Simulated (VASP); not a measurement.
Write the native input for VASP 6.6.1 that does the following.

```
Task                   : single point
Functional             : PBEsol
Potentials or basis    : VASP PAW PBE potentials, release 64 (Hf_pv, B)
Cutoff                 : 520 eV
k mesh                 : 16 × 16 × 16
Occupations            : gaussian, width 0.1 eV
Spin                   : no spin polarisation
Dipole correction      : no
Further INCAR settings : ALGO = Normal; EDIFF = 1e-06; NBANDS = 14
```

The structure of HfB lies in POSCAR:

```
HfB
1.0
    0.0000000000      2.3939477051      2.3939477051
    2.3939477051      0.0000000000      2.3939477051
    2.3939477051      2.3939477051      0.0000000000
Hf B
1 1
Direct
    0.5000000000      0.5000000000      0.5000000000
    0.0000000000      0.0000000000      0.0000000000
```

These files were run (other wordings do the same):

INCAR

```
PREC = Accurate ; ENCUT = 520
EDIFF = 1E-6 ; ISMEAR = 0
SIGMA = 0.1 ; LREAL = False
LASPH = True ; NELM = 100
ALGO = Normal ; ISIF = 2
LWAVE = False ; LCHARG = True
GGA = PS ; LELF = True
LVHAR = True ; NBANDS = 14
```

KPOINTS

```
regular mesh
0
Gamma
  16 16 16
```

Potentials or basis: VASP PAW PBE potentials, release 64 (Hf_pv, B).

Run with:

```console
$ cat potpaw_PBE.64/Hf_pv/POTCAR potpaw_PBE.64/B/POTCAR > POTCAR
$ mpirun -np 1 vasp_std > vasp.out
```

Results of the run:

```json
{"Pressure": "0.3 GPa"}
```

Caveat: the PAW data sets were made with another functional, which shifts forces and pressure a little.

It took 50 s on 1 thread of Intel(R) Xeon(R) Platinum 8375C CPU @ 2.90GHz (Ice Lake), on a shared host, peak memory 0.2 GiB.
